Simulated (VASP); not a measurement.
# AlV2C (P6_3/mmc) in VASP: further runs

AlV2C is run at these levels: PBEsol, BLYP, PBE; tasks: single point.

Everything below comes from runs of VASP 6.6.1. Logs are shortened: lines on timing, memory, paths and dates and some standing lists are left out, and cuts for length are marked.

## (1) The cell of the first run

The structure is hexagonal, space group P6_3/mmc (No. 194). Conventional cell: a = 2.888 Å, b = 2.888 Å, c = 13.236 Å, α = 90.00°, β = 90.00°, γ = 120.00°. V (site symmetry 3m) has 3 C at 2.02 Å and 3 Al at 2.73 Å and 9 V at 2.83 to 2.89 Å within 2.9 Å. Within 3.8 Å of Al (site symmetry -6m2) lie 6 V at 2.73 Å and 6 Al at 2.89 Å and 6 C at 3.71 Å. Within 2.7 Å of C (site symmetry -3m) lie 6 V at 2.02 Å.

## (2) Single point, PBEsol, collinear spin, ferromagnetic start

Contents of INCAR:

```
SYSTEM = AlV2C
PREC     = Accurate       ! precision mode
ENCUT    = 520            ! plane-wave cutoff, eV
EDIFF    = 1E-6           ! SCF threshold, eV
ISMEAR   = -1             ! smearing method
SIGMA    = 0.05           ! smearing width, eV
LREAL    = .FALSE.        ! projectors in reciprocal space
LASPH    = .TRUE.         ! aspherical terms in the spheres
NELM     = 150            ! most SCF steps
ALGO     = Normal         ! electronic algorithm
ISIF     = 2              ! what is computed and relaxed
LWAVE    = .FALSE.        ! write WAVECAR
LCHARG   = .FALSE.        ! write CHGCAR
ISPIN    = 2              ! spin polarisation
MAGMOM   = 2 2 2 2 0 0 0 0 ! initial moments
LORBIT   = 11             ! projections on sites
LMAXMIX  = 4              ! l up to which the mixer works
GGA      = PS             ! functional
NBANDS   = 47             ! bands
```

Contents of KPOINTS:

```
regular mesh
0
G
  9 9 2
  0 0 0
```

Contents of POSCAR:

```
AlV2C
1.0
    2.8875990726      0.0000000000      0.0000000000
   -1.4437995363      2.5007341528      0.0000000000
    0.0000000000      0.0000000000     13.2358713411
V Al C
4 2 2
Direct
    0.3333333333      0.6666666667      0.9136157800
    0.6666666667      0.3333333333      0.0863842200
    0.6666666667      0.3333333333      0.4136157800
    0.3333333333      0.6666666667      0.5863842200
    0.6666666667      0.3333333333      0.7500000000
    0.3333333333      0.6666666667      0.2500000000
    0.0000000000      0.0000000000      0.5000000000
    0.0000000000      0.0000000000      0.0000000000
```

Potentials or basis: VASP PAW PBE potentials, release 64 (V_sv, Al, C).

On the command line:

```console
$ cat potpaw_PBE.64/V_sv/POTCAR potpaw_PBE.64/Al/POTCAR potpaw_PBE.64/C/POTCAR > POTCAR
$ mpirun -np 1 vasp_std > vasp.out
```

OUTCAR:

```text
SYSTEM = AlV2C
   PREC = Accurate
   ENCUT = 520
   EDIFF = 1E-6
   ISMEAR = -1
   LREAL = .FALSE.
   LASPH = .TRUE.
   NELM = 150
   ISIF = 2
   ISPIN = 2
   LORBIT = 11
   GGA = PS

 ion  position               nearest neighbor table
   1  0.333  0.667  0.914-   8 2.02   8 2.02   8 2.02   5 2.73   5 2.73   5 2.73   2 2.83   2 2.83
                             2 2.83
   2  0.667  0.333  0.086-   8 2.02   8 2.02   8 2.02   6 2.73   6 2.73   6 2.73   1 2.83   1 2.83
                             1 2.83
   3  0.667  0.333  0.414-   7 2.02   7 2.02   7 2.02   6 2.73   6 2.73   6 2.73   4 2.83   4 2.83
                             4 2.83
   4  0.333  0.667  0.586-   7 2.02   7 2.02   7 2.02   5 2.73   5 2.73   5 2.73   3 2.83   3 2.83
                             3 2.83
   5  0.667  0.333  0.750-   1 2.73   4 2.73   1 2.73   4 2.73   1 2.73   4 2.73
   6  0.333  0.667  0.250-   2 2.73   3 2.73   2 2.73   3 2.73   2 2.73   3 2.73
   7  0.000  0.000  0.500-   3 2.02   4 2.02   4 2.02   3 2.02   3 2.02   4 2.02
   8  0.000  0.000  0.000-   1 2.02   2 2.02   1 2.02   2 2.02   2 2.02   1 2.02

  LATTYP: Found a hexagonal cell.
 ALAT       =     2.8875990726
 C/A-ratio  =     4.5836942762

  Lattice vectors:

 A1 = (   2.8875990726,   0.0000000000,   0.0000000000)
 A2 = (  -1.4437995363,   2.5007341528,   0.0000000000)
 A3 = (   0.0000000000,   0.0000000000,  13.2358713411)

Analysis of symmetry for initial positions (statically):
=====================================================================
 Subroutine PRICEL returns:
 Original cell was already a primitive cell.

 Routine SETGRP: Setting up the symmetry group for a
 hexagonal supercell.

 Subroutine GETGRP returns: Found 24 space group operations
 (whereof 12 operations were pure point group operations)
 out of a pool of 24 trial point group operations.

The static configuration has the point symmetry D_3d.
 The point group associated with its full space group is D_6h.

Analysis of symmetry for dynamics (positions and initial velocities):
=====================================================================
 Subroutine PRICEL returns:
 Original cell was already a primitive cell.

 Routine SETGRP: Setting up the symmetry group for a
 hexagonal supercell.

 Subroutine GETGRP returns: Found 24 space group operations
 (whereof 12 operations were pure point group operations)
 out of a pool of 24 trial point group operations.

The dynamic configuration has the point symmetry D_3d.
 The point group associated with its full space group is D_6h.

Analysis of structural, dynamic, and magnetic symmetry:
=====================================================================
 Subroutine PRICEL returns:
 Original cell was already a primitive cell.

 Routine SETGRP: Setting up the symmetry group for a
 hexagonal supercell.

 Subroutine GETGRP returns: Found 24 space group operations
 (whereof 12 operations were pure point group operations)
 out of a pool of 24 trial point group operations.

The overall configuration has the point symmetry D_3d.
 The point group associated with its full space group is D_6h.

 Subroutine INISYM returns: Found 24 space group operations
 (whereof 12 operations are pure point group operations),
 and found     1 'primitive' translations

----------------------------------------------------------------------------------------

                                     Primitive cell

  volume of cell :      95.5778

  direct lattice vectors                    reciprocal lattice vectors
     2.887599073  0.000000000  0.000000000     0.346308464  0.199941285  0.000000000
    -1.443799536  2.500734153  0.000000000     0.000000000  0.399882570  0.000000000
     0.000000000  0.000000000 13.235871341     0.000000000  0.000000000  0.075552261

  length of vectors
     2.887599073  2.887599073 13.235871341     0.399882570  0.399882570  0.075552261

  position of ions in fractional coordinates (direct lattice)
     0.333333333  0.666666667  0.913615780
     0.666666667  0.333333333  0.086384220
     0.666666667  0.333333333  0.413615780
     0.333333333  0.666666667  0.586384220
     0.666666667  0.333333333  0.750000000
     0.333333333  0.666666667  0.250000000
     0.000000000  0.000000000  0.500000000
     0.000000000  0.000000000  0.000000000

  ion indices of the primitive-cell ions
   primitive index   ion index
[... 67 lines left out ...]
   NGX,Y,Z   is equivalent  to a cutoff of  13.82, 13.82, 12.31 a.u.
   NGXF,Y,Z  is equivalent  to a cutoff of  27.63, 27.63, 24.62 a.u.
 SYSTEM =  AlV2C
   PREC   = accura    normal or accurate (medium, high low for compatibility)
   ISTART =      0    job   : 0-new  1-cont  2-samecut
   ICHARG =      2    charge: 1-file 2-atom 10-const
   ISPIN  =      2    spin polarized calculation?
   LNONCOLLINEAR =      F non collinear calculations
   LSORBIT =      F    spin-orbit coupling
   LASPH  =      T    aspherical Exc in radial PAW
   ENCUT  =  520.0 eV  38.22 Ry    6.18 a.u.   5.37  5.37 24.61*2*pi/ulx,y,z
   NELM   =    150;   NELMIN=  2; NELMDL= -5     # of ELM steps
   EDIFF  = 0.1E-05   stopping-criterion for ELM
   LREAL  =      F    real-space projection
   EDIFFG = 0.1E-04   stopping-criterion for IOM
   NSW    =      0    number of steps for IOM
   IBRION =     -1    ionic relax: 0-MD 1-quasi-New 2-CG
   NFREE  =      0    steps in history (QN), initial steepest desc. (CG)
   ISIF   =      2    stress and relaxation
   ISYM   =      2    0-nonsym 1-usesym 2-fastsym
   POTIM  = 0.5000    time-step for ionic-motion
   TEBEG  =    0.0;   TEEND  =   0.0 temperature during run
   PSTRESS=    0.0 pullay stress
   NELECT =      66.0000    total number of electrons
   NUPDOWN=      -1.0000    fix difference up-down
   EMIN   =  10.00;   EMAX   =-10.00  energy-range for DOS
   EFERMI =   0.00;   METHOD = LEGACY
   ISMEAR =    -1;   SIGMA  =   0.05  broadening in eV -4-tet -1-fermi 0-gaus
   EFERMI_NEDOS =   21; number of points for ismear=-14 and -15
   IALGO  =     38    algorithm
   IMIX   =      4    mixing-type and parameters
     AMIX     =   0.40;   BMIX     =  1.00
     AMIX_MAG =   1.60;   BMIX_MAG =  1.00
  volume/ion in A,a.u.               =      11.95        80.62
  Fermi-wavevector in a.u.,A,eV,Ry     =   1.447007  2.734446 28.488258  2.093828
  Thomas-Fermi vector in A             =   2.565010
   LORBIT       =     11    0 simple, 1 ext, 2 COOP (PROOUT), +10 PAW based schemes
   GGA     = PS    functional components
   LHFCALC =     F    Hartree Fock is set to
   AEXX    =    0.0000 exact exchange contribution
   IVDW    =     0    specifies the selected vdW correction
   LEPSILON=     F    determine dielectric tensor
   LRPA    =     F    only Hartree local field effects (RPA)
 spin polarized calculation
  energy-cutoff  :      520.00
  volume of cell :       95.58
 maximum number of plane-waves:      2630
 NGX is ok and might be reduce to    24
   NGX = 11   NGY = 11   NGZ = 49

 number of electron      66.0000005 magnetization       0.0001726

 Free energy of the ion-electron system (eV)
  ---------------------------------------------------
  ext. energy  EPLUGINS =         0.00000000
  ---------------------------------------------------
  free energy    TOTEN  =       -70.54222310 eV

  energy without entropy =      -70.51282346  energy(sigma->0) =      -70.52752328

 E-fermi :   9.4264     XC(G=0): -12.2995

 val. band max:        9.3747215023   @ k =   0.1111   0.1111   0.5000
 cond. band min:       9.4408434659   @ k =   0.1111   0.1111   0.0000
 fundamental gap:      0.0661219636
 Fermi energy:         9.4264281354

 spin component 1

 k-point     1 :       0.0000    0.0000    0.0000
  band No.  band energies     occupation
      1     -54.7302      1.00000
      2     -54.7301      1.00000
      3     -54.6764      1.00000
      4     -54.6763      1.00000
      5     -28.8873      1.00000
      6     -28.8852      1.00000
[... 1141 lines left out ...]
     44      11.8533      0.00000
     45      13.2476      0.00000
 Fermi energy:         9.4264281354

 spin component 2

 k-point     1 :       0.0000    0.0000    0.0000
  band No.  band energies     occupation
      1     -54.7302      1.00000
      2     -54.7301      1.00000
      3     -54.6763      1.00000
      4     -54.6763      1.00000
      5     -28.8873      1.00000
      6     -28.8852      1.00000
[... 1141 lines left out ...]
     44      11.8533      0.00000
     45      13.2477      0.00000
 [bands above 45 left out]

------------------------ aborting loop because EDIFF is reached ----------------------------------------

  FORCE on cell =-STRESS in cart. coord.  units (eV):
  Direction    XX          YY          ZZ          XY          YZ          ZX
  --------------------------------------------------------------------------------------
  -------------------------------------------------------------------------------------
  Total       -2.5285175     -2.5285175     -4.8129108      0.0000000      0.0000000      0.0000000
  in kB      -42.3857228    -42.3857228    -80.6791730      0.0000000      0.0000000      0.0000000
  external PRESSURE =     -55.1502062 kB  Pullay stress =       0.0000000 kB

 VOLUME and BASIS-vectors are now :
 -----------------------------------------------------------------------------
  energy-cutoff  :      520.00
  volume of cell :       95.58
      direct lattice vectors                 reciprocal lattice vectors
     2.887599073  0.000000000  0.000000000     0.346308464  0.199941285  0.000000000
    -1.443799536  2.500734153  0.000000000     0.000000000  0.399882570  0.000000000
     0.000000000  0.000000000 13.235871341     0.000000000  0.000000000  0.075552261

 POSITION                                       TOTAL-FORCE (eV/Angst)
 -----------------------------------------------------------------------------------
     -0.00000      1.66716     12.09250         0.000000     -0.000000      0.707545
      1.44380      0.83358      1.14337        -0.000000      0.000000     -0.707545
      1.44380      0.83358      5.47457        -0.000000      0.000000      0.707545
     -0.00000      1.66716      7.76131         0.000000     -0.000000     -0.707545
      1.44380      0.83358      9.92690         0.000000     -0.000000      0.000000
     -0.00000      1.66716      3.30897         0.000000     -0.000000      0.000000
      0.00000      0.00000      6.61794         0.000000     -0.000000      0.000000
      0.00000      0.00000      0.00000         0.000000     -0.000000      0.000000
 -----------------------------------------------------------------------------------
    total drift:                               -0.000000      0.000000     -0.000000

  FREE ENERGIE OF THE ION-ELECTRON SYSTEM (eV)
  ---------------------------------------------------
  free  energy   TOTEN  =       -70.5422230958 eV

  energy  without entropy=      -70.5128234605  energy(sigma->0) =      -70.52752328

 total charge

# of ion       s       p       d       tot
------------------------------------------
    1        2.272   6.285   3.158  11.714
    2        2.272   6.285   3.158  11.714
    3        2.272   6.285   3.158  11.714
    4        2.272   6.285   3.158  11.714
    5        0.420   0.391   0.000   0.811
    6        0.420   0.391   0.000   0.811
    7        0.898   1.555   0.000   2.453
    8        0.898   1.555   0.000   2.453
--------------------------------------------------
tot         11.725  29.031  12.630  53.386

 magnetization (x)

# of ion       s       p       d       tot
------------------------------------------
    1        0.000  -0.000   0.000   0.000
    2        0.000  -0.000   0.000   0.000
    3        0.000  -0.000   0.000   0.000
    4        0.000  -0.000   0.000   0.000
    5        0.000   0.000   0.000   0.000
    6        0.000   0.000   0.000   0.000
    7       -0.000  -0.000   0.000  -0.000
    8       -0.000  -0.000   0.000  -0.000
--------------------------------------------------
tot         -0.000  -0.000   0.000   0.000
```

Run time: 2.2 min. Hardware: 1 thread of Intel Xeon 6975P-C (Granite Rapids), shared host; peak memory 0.36 GiB.

Results:

| Property | Result |
| --- | --- |
| Free energy | -70.5422 eV |
| Pressure | -5.5 GPa |
| Largest force | 0.708 eV/Å |
| Band gap on the k mesh | zero (filled and empty bands overlap) |
| Net moment | 0.00 μB per cell |
| Valence electrons inside the program's atomic spheres | V 11.71; Al 0.81; C 2.45 |

Forces in eV/Å, atoms in the order of the input:
```
V    0.000  0.000  0.708
V    0.000  0.000 -0.708
V    0.000  0.000  0.708
V    0.000  0.000 -0.708
Al   0.000  0.000  0.000
Al   0.000  0.000  0.000
C    0.000  0.000  0.000
C    0.000  0.000  0.000
```

Caveat: the cell stands under tension; the PAW data sets were made with another functional, which shifts forces and pressure a little.

(Part 1 of 2 ends here.)
